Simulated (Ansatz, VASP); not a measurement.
**GeBiS2Br: VASP beside Ansatz**

```
Ge Bi S Br
1.0
     4.86645    0.00000    0.00000
     0.00000    4.86645    0.00000
     0.00000    0.00000    5.05249
Ge Bi S Br
1 1 2 1
Direct
  0.00000 0.00000 0.00000
  0.50000 0.50000 0.50000
  0.50000 0.00000 0.00000
  0.00000 0.50000 0.00000
  0.00000 0.00000 0.50000
```

Alike in both runs: functional PBE; k mesh 8 × 8 × 8; occupations gaussian, width 0.1 eV; no spin polarisation.

Ansatz relaxed the structure, and its values are those at the end. VASP's run is a single point on that final structure, the one shown.

```csv
,VASP,Ansatz
version,VASP 6.6.1,Ansatz 0.2.0
potentials or method,"VASP PAW PBE potentials, release 64 (Ge_d, Bi_d, S, Br), cutoff 520 eV","scalar-relativistic, plane waves, PAW"
valence electrons in the cell,48,48
```

|  | VASP | Ansatz | Ansatz less VASP |
| --- | --- | --- | --- |
| gap on the k mesh at the Fermi level (eV) | none | none | - |
| pressure (GPa) | 0.0 | 0.0 | +0.04 |

A gap of «none» marks a metal or a gap that the smearing closes.

Neither program's run includes spin-orbit coupling.
